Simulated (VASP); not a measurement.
Here is a VASP 6.6.1 calculation.

Contents of INCAR:

```
SYSTEM = Mo6CO
ALGO = Normal
DIPOL = 0.5 0.5 0.329
EDIFF = 1E-6
ENCUT = 520
GGA = PE
IDIPOL = 3
ISIF = 2
ISMEAR = 0
LASPH = .TRUE.
LCHARG = .FALSE.
LDIPOL = .TRUE.
LREAL = .FALSE.
LWAVE = .FALSE.
NBANDS = 57
NELM = 100
PREC = Accurate
SIGMA = 0.1
```

KPOINTS

```
k-points
0
G
  6 6 1
  0 0 0
```

Contents of POSCAR:

```
Mo6CO
1.0
    4.4695355114      0.0000000000      0.0000000000
   -2.2347677557      3.8707312960      0.0000000000
    0.0000000000      0.0000000000     22.2594351375
Mo C O
6 1 1
Direct
    0.6666666667      0.3333333333      0.1796990793
    0.3333333333      0.6666666667      0.2206857490
    0.0000000000      0.0000000000      0.2616724188
    0.6666666667      0.3333333333      0.2990140341
    0.3333333333      0.6666666667      0.3355214634
    0.0000000000      0.0000000000      0.3710532224
    0.1666666667      0.3333333333      0.4752786884
    0.3114033938      0.6228067875      0.4887664562
```

Potentials or basis: VASP PAW PBE potentials, release 64 (Mo_sv, C, O).

Launch:

```sh
$ cat potpaw_PBE.64/Mo_sv/POTCAR potpaw_PBE.64/C/POTCAR potpaw_PBE.64/O/POTCAR > POTCAR
$ mpirun -np 1 vasp_std > vasp.out
```

Question: Estimate the largest force.

Answer: 1.928 eV/Å.

Question: Predict the band gap on the k mesh.

Answer: Zero (filled and empty bands overlap).

Forces in eV/Å, atoms in the order of the input:
```
Mo   0.000 -0.025  1.422
Mo   0.000 -0.006 -0.004
Mo   0.000  0.016 -1.928
Mo   0.000  0.060 -0.372
Mo   0.000 -0.034  0.170
Mo   0.000  0.154  1.149
C    0.000  0.388 -0.944
O    0.000 -0.552  0.507
```
